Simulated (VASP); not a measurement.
# AlRu5 (P4/mmm) in VASP: single point with PBE

Aim: the single point of AlRu5 with PBE.

All numbers are computed with VASP 6.6.1; they aren't measurements. Logs are shortened: lines on timing, memory, paths and dates and some standing lists are left out, and cuts for length are marked.

## (1) The cell of the first run

It takes space group P4/mmm (No. 123, tetragonal). Conventional cell: a = 2.740 Å, b = 2.740 Å, c = 11.055 Å, α = 90.00°, β = 90.00°, γ = 90.00°. Al (site symmetry 4/mmm) has 10 Ru at 2.65 to 3.61 Å and 4 Al at 2.74 Å within 3.7 Å. Within 3.9 Å of Ru (site symmetry 4mm) lie 14 Ru at 2.65 to 3.88 Å and 4 Al at 2.65 Å. Within 3.9 Å of Ru (site symmetry 4mm) lie 17 Ru at 2.65 to 3.88 Å and 1 Al at 3.61 Å. Within 3.9 Å of Ru (site symmetry 4/mmm) lie 18 Ru at 2.72 to 3.88 Å.

## (2) Single point, PBE

Contents of INCAR:

```
PREC = Accurate
ENCUT = 520
EDIFF = 1E-6
ISMEAR = 0
SIGMA = 0.2
LREAL = F
LASPH = T
NELM = 100
ALGO = Fast
ISIF = 2
LWAVE = F
LCHARG = F
GGA = PE
NBANDS = 85
```

Contents of KPOINTS:

```
regular mesh
0
Gamma
  8 8 1
```

Contents of POSCAR:

```
AlRu5
1.0
    2.7403477171     -0.0000000402      0.0000072661
    0.0000000142      2.7403617363      0.0000101975
   -0.0000017074     -0.0001346595     22.1104460079
Al Ru
2 10
Direct
   -0.0000003525      0.0000044610      0.5000008111
    0.0000021778     -0.0000069579     -0.0000001944
    0.5000036327      0.4999967098      0.0819809225
    0.5000013507      0.5000086694      0.5819821587
    0.0000004243      0.0000011754      0.1634751982
    0.0000101802      0.0000039379      0.6634762053
    0.4999932938      0.4999900913      0.4180168650
    0.4999972689      0.4999824415      0.9180182600
    0.0000050697      0.0000153592      0.3365239861
    0.0000046128      0.0000199029      0.8365258903
    0.4999969229      0.5000035071      0.2499989270
    0.4999854189      0.4999807023      0.7500009702
```

Potentials or basis: VASP PAW PBE potentials, release 64 (Al, Ru_pv).

Command:

```console
$ cat potpaw_PBE.64/Al/POTCAR potpaw_PBE.64/Ru_pv/POTCAR > POTCAR
$ mpirun -np 1 vasp_std > vasp.out
```

OUTCAR:

```text
PREC = Accurate
   ENCUT = 520
   EDIFF = 1E-6
   ISMEAR = 0
   LREAL = F
   LASPH = T
   NELM = 100
   ISIF = 2
   GGA = PE

 ion  position               nearest neighbor table
   1  1.000  0.000  0.500-   4 2.65   4 2.65   4 2.65   4 2.65   7 2.65   7 2.65   7 2.65   7 2.65

   2  0.000  1.000  1.000-   8 2.65   3 2.65   3 2.65   3 2.65   8 2.65   3 2.65   8 2.65   8 2.65

   3  0.500  0.500  0.082-   5 2.65   5 2.65   5 2.65   5 2.65   2 2.65   2 2.65   2 2.65   2 2.65

   4  0.500  0.500  0.582-   6 2.65   6 2.65   6 2.65   6 2.65   1 2.65   1 2.65   1 2.65   1 2.65

   5  0.000  0.000  0.163-   3 2.65   3 2.65   3 2.65   3 2.65  11 2.72  11 2.72  11 2.72  11 2.72

   6  0.000  0.000  0.663-   4 2.65   4 2.65   4 2.65   4 2.65  12 2.72  12 2.72  12 2.72  12 2.72

   7  0.500  0.500  0.418-   9 2.65   9 2.65   9 2.65   9 2.65   1 2.65   1 2.65   1 2.65   1 2.65

   8  0.500  0.500  0.918-  10 2.65  10 2.65  10 2.65  10 2.65   2 2.65   2 2.65   2 2.65   2 2.65

   9  0.000  0.000  0.337-   7 2.65   7 2.65   7 2.65   7 2.65  11 2.72  11 2.72  11 2.72  11 2.72

  10  0.000  0.000  0.837-   8 2.65   8 2.65   8 2.65   8 2.65  12 2.72  12 2.72  12 2.72  12 2.72

  11  0.500  0.500  0.250-   9 2.72   5 2.72   5 2.72   5 2.72   5 2.72   9 2.72   9 2.72   9 2.72

  12  0.500  0.500  0.750-  10 2.72   6 2.72  10 2.72   6 2.72   6 2.72  10 2.72   6 2.72  10 2.72

  LATTYP: Found a simple tetragonal cell.
 ALAT       =     2.7403477171
 C/A-ratio  =     8.0684819194

  Lattice vectors:

 A1 = (   2.7403477171,  -0.0000000402,   0.0000072661)
 A2 = (   0.0000000142,   2.7403617363,   0.0000101975)
 A3 = (  -0.0000017074,  -0.0001346595,  22.1104460079)

Analysis of symmetry for initial positions (statically):
=====================================================================
 Subroutine PRICEL returns:
 Original cell was already a primitive cell.

 Routine SETGRP: Setting up the symmetry group for a
 simple tetragonal supercell.

 Subroutine GETGRP returns: Found  1 space group operations
 (whereof  1 operations were pure point group operations)
 out of a pool of 16 trial point group operations.

The static configuration has the point symmetry C_1 .

Analysis of symmetry for dynamics (positions and initial velocities):
=====================================================================
 Subroutine PRICEL returns:
 Original cell was already a primitive cell.

 Routine SETGRP: Setting up the symmetry group for a
 simple tetragonal supercell.

 Subroutine GETGRP returns: Found  1 space group operations
 (whereof  1 operations were pure point group operations)
 out of a pool of 16 trial point group operations.

The dynamic configuration has the point symmetry C_1 .

 Subroutine INISYM returns: Found  1 space group operations
 (whereof  1 operations are pure point group operations),
 and found     1 'primitive' translations

----------------------------------------------------------------------------------------

                                     Primitive cell

  volume of cell :     166.0394

  direct lattice vectors                    reciprocal lattice vectors
     2.740347717 -0.000000040  0.000007266     0.364917194 -0.000000002  0.000000028
     0.000000014  2.740361736  0.000010198     0.000000005  0.364915327  0.000002222
    -0.000001707 -0.000134660 22.110446008    -0.000000120 -0.000000168  0.045227491

  length of vectors
     2.740347717  2.740361736 22.110446008     0.364917194  0.364915327  0.045227491

  position of ions in fractional coordinates (direct lattice)
     0.999999647  0.000004461  0.500000811
     0.000002178  0.999993042  0.999999806
     0.500003633  0.499996710  0.081980923
     0.500001351  0.500008669  0.581982159
     0.000000424  0.000001175  0.163475198
     0.000010180  0.000003938  0.663476205
     0.499993294  0.499990091  0.418016865
     0.499997269  0.499982442  0.918018260
     0.000005070  0.000015359  0.336523986
     0.000004613  0.000019903  0.836525890
     0.499996923  0.500003507  0.249998927
     0.499985419  0.499980702  0.750000970

  ion indices of the primitive-cell ions
   primitive index   ion index
                 1           1
                 2           2
                 3           3
                 4           4
                 5           5
                 6           6
                 7           7
                 8           8
                 9           9
                10          10
                11          11
                12          12

----------------------------------------------------------------------------------------

 KPOINTS: regular mesh

Automatic generation of k-mesh.
 Grid dimensions read from file:
 generate k-points for:    8    8    1

 Generating k-lattice:

  Cartesian coordinates                     Fractional coordinates (reciprocal lattice)
     0.045614649 -0.000000000  0.000000004     0.125000000 -0.000000000  0.000000000
     0.000000001  0.045614416  0.000000278     0.000000000  0.125000000 -0.000000000
    -0.000000120 -0.000000168  0.045227491     0.000000000  0.000000000  1.000000000

  Length of vectors
     0.045614649  0.045614416  0.045227491

  Shift w.r.t. Gamma in fractional coordinates (k-lattice)
     0.000000000  0.000000000  0.000000000

 Subroutine IBZKPT returns following result:
 ===========================================

 Found     34 irreducible k-points:

 Following reciprocal coordinates:
            Coordinates               Weight
  0.000000  0.000000  0.000000      1.000000
  0.125000  0.000000 -0.000000      2.000000
  0.250000  0.000000 -0.000000      2.000000
  0.375000  0.000000 -0.000000      2.000000
  0.500000  0.000000 -0.000000      1.000000
 -0.000000  0.125000 -0.000000      2.000000
[... 16 lines left out ...]
  0.125000  0.375000 -0.000000      2.000000
  0.125000 -0.375000  0.000000      2.000000
 [... further k-points ...]
   k-points           NKPTS =     34   k-points in BZ     NKDIM =     34   number of bands    NBANDS=     85
   number of dos      NEDOS =    301   number of ions     NIONS =     12
   total plane-waves  NPLWV =  67200
   dimension x,y,z NGX =    20 NGY =   20 NGZ =  168
   dimension x,y,z NGXF=    40 NGYF=   40 NGZF=  336
   ions per type =               2  10
   NGX,Y,Z   is equivalent  to a cutoff of  12.13, 12.13, 12.63 a.u.
   NGXF,Y,Z  is equivalent  to a cutoff of  24.27, 24.27, 25.26 a.u.
 SYSTEM =  unknown system
   PREC   = accura    normal or accurate (medium, high low for compatibility)
   ISTART =      0    job   : 0-new  1-cont  2-samecut
   ICHARG =      2    charge: 1-file 2-atom 10-const
   ISPIN  =      1    spin polarized calculation?
   LNONCOLLINEAR =      F non collinear calculations
   LSORBIT =      F    spin-orbit coupling
   LASPH  =      T    aspherical Exc in radial PAW
   ENCUT  =  520.0 eV  38.22 Ry    6.18 a.u.   5.10  5.10 41.11*2*pi/ulx,y,z
   NELM   =    100;   NELMIN=  2; NELMDL= -5     # of ELM steps
   EDIFF  = 0.1E-05   stopping-criterion for ELM
   LREAL  =      F    real-space projection
[... 7 lines left out ...]
   TEBEG  =    0.0;   TEEND  =   0.0 temperature during run
   PSTRESS=    0.0 pullay stress
   NELECT =     146.0000    total number of electrons
   NUPDOWN=      -1.0000    fix difference up-down
   EMIN   =  10.00;   EMAX   =-10.00  energy-range for DOS
   EFERMI =   0.00;   METHOD = LEGACY
   ISMEAR =     0;   SIGMA  =   0.20  broadening in eV -4-tet -1-fermi 0-gaus
   EFERMI_NEDOS =   21; number of points for ismear=-14 and -15
   IALGO  =     68    algorithm
   IMIX   =      4    mixing-type and parameters
     AMIX     =   0.40;   BMIX     =  1.00
     AMIX_MAG =   1.60;   BMIX_MAG =  1.00
  volume/ion in A,a.u.               =      13.84        93.37
  Fermi-wavevector in a.u.,A,eV,Ry     =   1.568395  2.963837 33.468463  2.459863
  Thomas-Fermi vector in A             =   2.670433
   LORBIT       =      0    0 simple, 1 ext, 2 COOP (PROOUT), +10 PAW based schemes
   GGA     = PE    functional components
   LHFCALC =     F    Hartree Fock is set to
   AEXX    =    0.0000 exact exchange contribution
   IVDW    =     0    specifies the selected vdW correction
   LEPSILON=     F    determine dielectric tensor
   LRPA    =     F    only Hartree local field effects (RPA)
 non-spin polarized calculation
 RMM-DIIS sequential band-by-band and
 Gauss-broadening in eV      SIGMA  =   0.20
  energy-cutoff  :      520.00
  volume of cell :      166.04
 maximum number of plane-waves:      4512
   NGX = 11   NGY = 11   NGZ = 83

 number of electron     146.0000022 magnetization

 Free energy of the ion-electron system (eV)
  ---------------------------------------------------
  ext. energy  EPLUGINS =         0.00000000
  ---------------------------------------------------
  free energy    TOTEN  =      -100.88020525 eV

  energy without entropy =     -100.61866665  energy(sigma->0) =     -100.74943595

 E-fermi :  11.8491     XC(G=0): -13.4697

 val. band max:       11.8243327777   @ k =   0.1250   0.3750  -0.0000
 cond. band min:      11.8881818500   @ k =   0.2500   0.2500  -0.0000
 fundamental gap:      0.0638490723
 Fermi energy:        11.8490841472

 k-point     1 :       0.0000    0.0000    0.0000
  band No.  band energies     occupation
      1     -31.3830      2.00000
      2     -31.3814      2.00000
      3     -31.2477      2.00000
      4     -31.2443      2.00000
      5     -30.9459      2.00000
      6     -30.9459      2.00000
[... 77 lines left out ...]
     84      13.3279      0.00000
     85      13.3685      0.00000

 k-point     2 :       0.1250    0.0000   -0.0000
  band No.  band energies     occupation
      1     -31.3584      2.00000
      2     -31.3571      2.00000
      3     -31.2566      2.00000
      4     -31.2538      2.00000
      5     -31.0506      2.00000
      6     -31.0479      2.00000
[... 1925 lines left out ...]
     84      13.3704      0.00000
     85      13.4170      0.00000

 k-point    24 :       0.1250   -0.3750    0.0000
  band No.  band energies     occupation
      1     -31.4140      2.00000
      2     -31.4131      2.00000
      3     -31.3646      2.00000
      4     -31.3636      2.00000
      5     -31.3112      2.00000
      6     -31.3106      2.00000
[... 77 lines left out ...]
     84      13.3703      0.00000
     85      13.4168      0.00000

 [... further k-points ...]
[... 5 lines left out ...]
  --------------------------------------------------------------------------------------
  -------------------------------------------------------------------------------------
  Total       -0.1218427     -0.1240785     -0.1273319     -0.0001321      0.0012993     -0.0002811
  in kB       -1.1757063     -1.1972806     -1.2286743     -0.0012751      0.0125373     -0.0027125
  external PRESSURE =      -1.2005537 kB  Pullay stress =       0.0000000 kB

 VOLUME and BASIS-vectors are now :
 -----------------------------------------------------------------------------
  energy-cutoff  :      520.00
  volume of cell :      166.04
      direct lattice vectors                 reciprocal lattice vectors
     2.740347717 -0.000000040  0.000007266     0.364917194 -0.000000002  0.000000028
     0.000000014  2.740361736  0.000010198     0.000000005  0.364915327  0.000002222
    -0.000001707 -0.000134660 22.110446008    -0.000000120 -0.000000168  0.045227491

 POSITION                                       TOTAL-FORCE (eV/Angst)
 -----------------------------------------------------------------------------------
      2.74035     -0.00006     11.05525        -0.000009     -0.000046     -0.000334
      0.00000      2.74021     22.11045        -0.000010     -0.000006      0.000031
      1.37018      1.37016      1.81264        -0.000071      0.000057      0.005243
      1.37018      1.37013     12.86789         0.000077     -0.000174      0.005569
      0.00000     -0.00002      3.61451         0.000019     -0.000029     -0.006281
      0.00003     -0.00008     14.66975        -0.000208      0.000015     -0.006114
      1.37015      1.37010      9.24255         0.000164      0.000415     -0.004923
      1.37016      1.37001     20.29780         0.000047      0.000477     -0.005162
      0.00001     -0.00000      7.44070        -0.000157     -0.000366      0.006223
      0.00001     -0.00006     18.49596        -0.000122     -0.000630      0.005909
      1.37017      1.37016      5.52760         0.000024     -0.000026      0.000016
      1.37013      1.37003     16.58286         0.000246      0.000314     -0.000178
 -----------------------------------------------------------------------------------
    total drift:                               -0.000024      0.000094     -0.000137

  FREE ENERGIE OF THE ION-ELECTRON SYSTEM (eV)
  ---------------------------------------------------
  free  energy   TOTEN  =      -100.8802052468 eV

  energy  without entropy=     -100.6186666471  energy(sigma->0) =     -100.74943595
```

It took 22 min on 1 thread of Oxide Virtual Turin-like, shared host; peak memory 0.42 GiB.

What came out:

```yaml
Free_energy: -100.8802 eV
Pressure: -0.1 GPa
Largest_force: 0.006 eV/Å
Band_gap_on_the_k_mesh: zero (bands 73 and 74 overlap by 2.34 eV)
```

Forces in eV/Å, atoms in the order of the input:
```
Al   0.000  0.000  0.000
Al   0.000  0.000  0.000
Ru   0.000  0.000  0.005
Ru   0.000  0.000  0.006
Ru   0.000  0.000 -0.006
Ru   0.000  0.000 -0.006
Ru   0.000  0.000 -0.005
Ru   0.000  0.000 -0.005
Ru   0.000  0.000  0.006
Ru   0.000 -0.001  0.006
Ru   0.000  0.000  0.000
Ru   0.000  0.000  0.000
```

Levels at points of the mesh, in eV from the Fermi level:
```
           k point  band 71  band 72  band 73  band 74  band 75  band 76  band 77  band 78
(0.00, 0.00, 0.00)    -0.26    -0.13    -0.04    -0.03     0.38     0.40     0.40     0.60
(0.50, 0.00, 0.00)    -0.21    -0.20    -0.07     0.36     0.50     0.54     0.56     0.69
(0.00, 0.50, 0.00)    -0.21    -0.20    -0.07     0.36     0.50     0.54     0.56     0.69
(0.50, 0.50, 0.00)     1.73     1.73     1.85     1.85     1.86     1.86     2.07     2.07
```

The gap in the log of VASP goes by the Fermi energy; the results here count the filled bands.